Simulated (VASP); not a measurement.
# C (Fd-3m) in VASP: single point with LDA

Aim: the single point of C with LDA.

Program: VASP 6.6.1. These are calculated values, not measurements. Logs are shortened: lines on timing, memory, paths and dates and some standing lists are left out, and cuts for length are marked.

## 1. The cell of the first run

It takes space group Fd-3m (No. 227, cubic). Conventional cell: a = 3.531 Å, b = 3.531 Å, c = 3.531 Å, α = 90.00°, β = 90.00°, γ = 90.00°. C (site symmetry -43m) has 4 C at 1.53 Å within 2.0 Å.

## 2. Single point, LDA

INCAR reads:

```
  PREC = Accurate
  ENCUT = 910
  EDIFF = 1E-6
  ISMEAR = 0
  SIGMA = 0.02
  LREAL = False
  LASPH = True
  NELM = 120
  ALGO = Normal
  ISIF = 2
  LWAVE = False
  LCHARG = True
  LELF = True
  LVHAR = True
  NBANDS = 11
  GGA_COMPAT = False
```

KPOINTS reads:

```
regular mesh
0
Gamma
  12 12 12
```

POSCAR reads:

```
C
1.0
    0.0000000000      1.7657330654      1.7657330654
    1.7657330654      0.0000000000      1.7657330654
    1.7657330654      1.7657330654      0.0000000000
C
2
Direct
    0.5000000000      0.5000000000      0.5000000000
    0.7500000000      0.7500000000      0.7500000000
```

Potentials or basis: VASP PAW LDA potentials, release 64 (C_h).

Run with:

```sh
$ cat potpaw_LDA.64/C_h/POTCAR > POTCAR
$ mpirun -np 1 vasp_std > vasp.out
```

OUTCAR:

```text
PREC = Accurate
   ENCUT = 910
   EDIFF = 1E-6
   ISMEAR = 0
   LREAL = False
   LASPH = True
   NELM = 120
   ISIF = 2

 ion  position               nearest neighbor table
   1  0.500  0.500  0.500-
   2  0.750  0.750  0.750-

  LATTYP: Found a face centered cubic cell.
 ALAT       =     3.5314661308

  Lattice vectors:

 A1 = (   0.0000000000,   1.7657330654,   1.7657330654)
 A2 = (   1.7657330654,   0.0000000000,   1.7657330654)
 A3 = (   1.7657330654,   1.7657330654,   0.0000000000)

Analysis of symmetry for initial positions (statically):
=====================================================================
 Subroutine PRICEL returns:
 Original cell was already a primitive cell.

 Routine SETGRP: Setting up the symmetry group for a
 face centered cubic supercell.

 Subroutine GETGRP returns: Found 48 space group operations
 (whereof 24 operations were pure point group operations)
 out of a pool of 48 trial point group operations.

The static configuration has the point symmetry T_d .
 The point group associated with its full space group is O_h .

Analysis of symmetry for dynamics (positions and initial velocities):
=====================================================================
 Subroutine PRICEL returns:
 Original cell was already a primitive cell.

 Routine SETGRP: Setting up the symmetry group for a
 face centered cubic supercell.

 Subroutine GETGRP returns: Found 48 space group operations
 (whereof 24 operations were pure point group operations)
 out of a pool of 48 trial point group operations.

The dynamic configuration has the point symmetry T_d .
 The point group associated with its full space group is O_h .

 Subroutine INISYM returns: Found 48 space group operations
 (whereof 24 operations are pure point group operations),
 and found     1 'primitive' translations

----------------------------------------------------------------------------------------

                                     Primitive cell

  volume of cell :      11.0105

  direct lattice vectors                    reciprocal lattice vectors
     0.000000000  1.765733065  1.765733065    -0.283168509  0.283168509  0.283168509
     1.765733065  0.000000000  1.765733065     0.283168509 -0.283168509  0.283168509
     1.765733065  1.765733065  0.000000000     0.283168509  0.283168509 -0.283168509

  length of vectors
     2.497123649  2.497123649  2.497123649     0.490462245  0.490462245  0.490462245

  position of ions in fractional coordinates (direct lattice)
     0.500000000  0.500000000  0.500000000
     0.750000000  0.750000000  0.750000000

  ion indices of the primitive-cell ions
   primitive index   ion index
                 1           1
                 2           2

----------------------------------------------------------------------------------------

 KPOINTS: regular mesh

Automatic generation of k-mesh.
 Grid dimensions read from file:
 generate k-points for:   12   12   12

 Generating k-lattice:

  Cartesian coordinates                     Fractional coordinates (reciprocal lattice)
    -0.023597376  0.023597376  0.023597376     0.083333333  0.000000000  0.000000000
     0.023597376 -0.023597376  0.023597376     0.000000000  0.083333333  0.000000000
     0.023597376  0.023597376 -0.023597376     0.000000000  0.000000000  0.083333333

  Length of vectors
     0.040871854  0.040871854  0.040871854

  Shift w.r.t. Gamma in fractional coordinates (k-lattice)
     0.000000000  0.000000000  0.000000000

 Subroutine IBZKPT returns following result:
 ===========================================

 Found     72 irreducible k-points:

 Following reciprocal coordinates:
            Coordinates               Weight
  0.000000  0.000000  0.000000      1.000000
  0.083333  0.000000  0.000000      8.000000
  0.166667  0.000000  0.000000      8.000000
  0.250000  0.000000  0.000000      8.000000
  0.333333  0.000000  0.000000      8.000000
  0.416667  0.000000  0.000000      8.000000
[... 16 lines left out ...]
  0.500000  0.166667  0.000000     24.000000
 -0.416667  0.166667  0.000000     24.000000
 [... further k-points ...]
   k-points           NKPTS =     72   k-points in BZ     NKDIM =     72   number of bands    NBANDS=     11
   number of dos      NEDOS =    301   number of ions     NIONS =      2
   total plane-waves  NPLWV =  21952
   dimension x,y,z NGX =    28 NGY =   28 NGZ =   28
   dimension x,y,z NGXF=    56 NGYF=   56 NGZF=   56
   ions per type =               2
   NGX,Y,Z   is equivalent  to a cutoff of  18.64, 18.64, 18.64 a.u.
   NGXF,Y,Z  is equivalent  to a cutoff of  37.28, 37.28, 37.28 a.u.
 SYSTEM =  unknown system
   PREC   = accura    normal or accurate (medium, high low for compatibility)
   ISTART =      0    job   : 0-new  1-cont  2-samecut
   ICHARG =      2    charge: 1-file 2-atom 10-const
   ISPIN  =      1    spin polarized calculation?
   LNONCOLLINEAR =      F non collinear calculations
   LSORBIT =      F    spin-orbit coupling
   LASPH  =      T    aspherical Exc in radial PAW
   ENCUT  =  910.0 eV  66.88 Ry    8.18 a.u.   6.14  6.14  6.14*2*pi/ulx,y,z
   NELM   =    120;   NELMIN=  2; NELMDL= -5     # of ELM steps
   EDIFF  = 0.1E-05   stopping-criterion for ELM
   LREAL  =      F    real-space projection
   EDIFFG = 0.1E-04   stopping-criterion for IOM
   NSW    =      0    number of steps for IOM
   IBRION =     -1    ionic relax: 0-MD 1-quasi-New 2-CG
   NFREE  =      0    steps in history (QN), initial steepest desc. (CG)
   ISIF   =      2    stress and relaxation
   ISYM   =      2    0-nonsym 1-usesym 2-fastsym
   POTIM  = 0.5000    time-step for ionic-motion
   TEBEG  =    0.0;   TEEND  =   0.0 temperature during run
   PSTRESS=    0.0 pullay stress
   NELECT =       8.0000    total number of electrons
   NUPDOWN=      -1.0000    fix difference up-down
   EMIN   =  10.00;   EMAX   =-10.00  energy-range for DOS
   EFERMI =   0.00;   METHOD = LEGACY
   ISMEAR =     0;   SIGMA  =   0.02  broadening in eV -4-tet -1-fermi 0-gaus
   EFERMI_NEDOS =   21; number of points for ismear=-14 and -15
   IALGO  =     38    algorithm
   IMIX   =      4    mixing-type and parameters
     AMIX     =   0.40;   BMIX     =  1.00
     AMIX_MAG =   1.60;   BMIX_MAG =  1.00
  volume/ion in A,a.u.               =       5.51        37.15
  Fermi-wavevector in a.u.,A,eV,Ry     =   1.471758  2.781220 29.471199  2.166072
  Thomas-Fermi vector in A             =   2.586855
   LORBIT       =      0    0 simple, 1 ext, 2 COOP (PROOUT), +10 PAW based schemes
   GGA     = CA    functional components
   LHFCALC =     F    Hartree Fock is set to
   AEXX    =    0.0000 exact exchange contribution
   IVDW    =     0    specifies the selected vdW correction
   LEPSILON=     F    determine dielectric tensor
   LRPA    =     F    only Hartree local field effects (RPA)
 non-spin polarized calculation
 Gauss-broadening in eV      SIGMA  =   0.02
  energy-cutoff  :      910.00
  volume of cell :       11.01
 maximum number of plane-waves:       701
 NGX is ok and might be reduce to    28
   NGX = 13   NGY = 13   NGZ = 13

 number of electron       8.0000000 magnetization

 Free energy of the ion-electron system (eV)
  ---------------------------------------------------
  ext. energy  EPLUGINS =         0.00000000
  ---------------------------------------------------
  free energy    TOTEN  =       -20.26675406 eV

  energy without entropy =      -20.26675406  energy(sigma->0) =      -20.26675406

 E-fermi :  11.5955     XC(G=0): -13.7984

 val. band max:       11.3422364625   @ k =   0.0000   0.0000   0.0000
 cond. band min:      15.5418342115   @ k =   0.3333   0.3333   0.0000
 fundamental gap:      4.1995977489
 Fermi energy:        11.5954958905

 k-point     1 :       0.0000    0.0000    0.0000
  band No.  band energies     occupation
      1     -10.3790      2.00000
      2      11.3422      2.00000
      3      11.3422      2.00000
      4      11.3422      2.00000
      5      16.9695      0.00000
      6      16.9695      0.00000
      7      16.9695      0.00000
      8      25.5795      0.00000
      9      30.7437      0.00000
     10      38.2973      0.00000
     11      38.2973      0.00000

 k-point     2 :       0.0833    0.0000    0.0000
  band No.  band energies     occupation
      1     -10.1830      2.00000
      2      10.1002      2.00000
      3      11.0097      2.00000
      4      11.0097      2.00000
      5      17.4043      0.00000
      6      17.4043      0.00000
      7      17.7232      0.00000
      8      25.6879      0.00000
      9      31.0554      0.00000
     10      35.9770      0.00000
     11      35.9770      0.00000

 k-point     3 :       0.1667    0.0000    0.0000
  band No.  band energies     occupation
      1      -9.5973      2.00000
      2       7.5391      2.00000
      3      10.2899      2.00000
      4      10.2899      2.00000
      5      18.3436      0.00000
      6      18.3436      0.00000
      7      18.9172      0.00000
      8      25.9930      0.00000
      9      31.7069      0.00000
     10      34.3335      0.00000
     11      34.3335      0.00000

 k-point     4 :       0.2500    0.0000    0.0000
  band No.  band energies     occupation
      1      -8.6292      2.00000
      2       4.6649      2.00000
      3       9.5505      2.00000
      4       9.5505      2.00000
      5      19.2097      0.00000
      6      19.2097      0.00000
      7      19.8125      0.00000
      8      26.4115      0.00000
      9      32.1480      0.00000
     10      33.9074      0.00000
     11      33.9074      0.00000
[... 239 lines left out ...]
 k-point    22 :       0.4167    0.1667    0.0000
  band No.  band energies     occupation
      1      -6.1133      2.00000
      2       1.4386      2.00000
      3       7.0282      2.00000
      4       7.1762      2.00000
      5      18.0815      0.00000
      6      22.4664      0.00000
      7      22.8218      0.00000
      8      24.1636      0.00000
      9      32.4635      0.00000
     10      34.1437      0.00000
     11      39.0263      0.00000

 k-point    23 :       0.5000    0.1667    0.0000
  band No.  band energies     occupation
      1      -4.4574      2.00000
      2      -0.8842      2.00000
      3       6.2889      2.00000
      4       7.2687      2.00000
      5      18.4946      0.00000
      6      22.1816      0.00000
      7      23.0076      0.00000
      8      25.7566      0.00000
      9      31.5332      0.00000
     10      35.4486      0.00000
     11      38.1828      0.00000

 k-point    24 :      -0.4167    0.1667    0.0000
  band No.  band energies     occupation
      1      -3.9829      2.00000
      2      -1.4466      2.00000
      3       5.7847      2.00000
      4       7.6597      2.00000
      5      18.9409      0.00000
      6      21.6821      0.00000
      7      22.9910      0.00000
      8      26.9412      0.00000
      9      30.8462      0.00000
     10      35.7341      0.00000
     11      36.1584      0.00000

 [... further k-points ...]
[... 5 lines left out ...]
  --------------------------------------------------------------------------------------
  -------------------------------------------------------------------------------------
  Total        0.0525105      0.0525105      0.0525105      0.0000000      0.0000000      0.0000000
  in kB        7.6410209      7.6410209      7.6410209      0.0000000      0.0000000      0.0000000
  external PRESSURE =       7.6410209 kB  Pullay stress =       0.0000000 kB

 VOLUME and BASIS-vectors are now :
 -----------------------------------------------------------------------------
  energy-cutoff  :      910.00
  volume of cell :       11.01
      direct lattice vectors                 reciprocal lattice vectors
     0.000000000  1.765733065  1.765733065    -0.283168509  0.283168509  0.283168509
     1.765733065  0.000000000  1.765733065     0.283168509 -0.283168509  0.283168509
     1.765733065  1.765733065  0.000000000     0.283168509  0.283168509 -0.283168509

 POSITION                                       TOTAL-FORCE (eV/Angst)
 -----------------------------------------------------------------------------------
      1.76573      1.76573      1.76573         0.000000      0.000000      0.000000
      2.64860      2.64860      2.64860        -0.000000     -0.000000     -0.000000
 -----------------------------------------------------------------------------------
    total drift:                                0.000000      0.000000     -0.000000

  FREE ENERGIE OF THE ION-ELECTRON SYSTEM (eV)
  ---------------------------------------------------
  free  energy   TOTEN  =       -20.2667540609 eV

  energy  without entropy=      -20.2667540609  energy(sigma->0) =      -20.26675406
```

Run time: 16 s. Hardware: 1 thread of Intel Xeon Platinum 8259CL at 2.50GHz (Skylake/Cascade Lake), shared host; peak memory 0.13 GiB.

What came out:

```
Free energy            : -20.2668 eV
Pressure               : 0.8 GPa
Band gap on the k mesh : 4.20 eV (least direct gap 5.63 eV)
```

Levels at points of the mesh, in eV from the valence-band top:
```tsv
k point	band 1	band 2	band 3	band 4	band 5	band 6	band 7	band 8
(0.00, 0.00, 0.00)	-21.72	0.00	0.00	0.00	5.63	5.63	5.63	14.24
(0.50, 0.00, 0.00)	-15.71	-13.70	-2.87	-2.87	8.51	8.51	9.42	15.67
(0.50, 0.50, 0.00)	-12.82	-12.82	-6.47	-6.47	4.78	4.78	17.08	17.08
```

A k mesh can miss the band edges.
